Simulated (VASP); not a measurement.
A run of VASP 6.6.1 is set up as follows.

INCAR

```
PREC = Accurate
ENCUT = 520
EDIFF = 1E-6
ISMEAR = -1
SIGMA = 0.02
LREAL = False
LASPH = True
NELM = 80
ALGO = Normal
ISIF = 2
LWAVE = False
LCHARG = False
GGA = PE
NBANDS = 15
```

The input KPOINTS:

```
Automatic mesh
0
Gamma
  8 8 8
```

The input POSCAR:

```
SrO
1.0
    0.0000000000      2.6036170359      2.6036170359
    2.6036170359      0.0000000000      2.6036170359
    2.6036170359      2.6036170359      0.0000000000
Sr O
1 1
Direct
    0.0000000000      0.0000000000      0.0000000000
    0.5000000000      0.5000000000      0.5000000000
```

Potentials or basis: VASP PAW PBE potentials, release 64 (Sr_sv, O).

The run is started by

```bash
$ cat potpaw_PBE.64/Sr_sv/POTCAR potpaw_PBE.64/O/POTCAR > POTCAR
$ mpirun -np 1 vasp_std > vasp.out
```

Question: Predict the band gap on the k mesh.

Answer: 3.28 eV, indirect (least direct gap 3.39 eV).

Question: Estimate the pressure.

Answer: -0.1 GPa.

 A k mesh can miss the band edges.
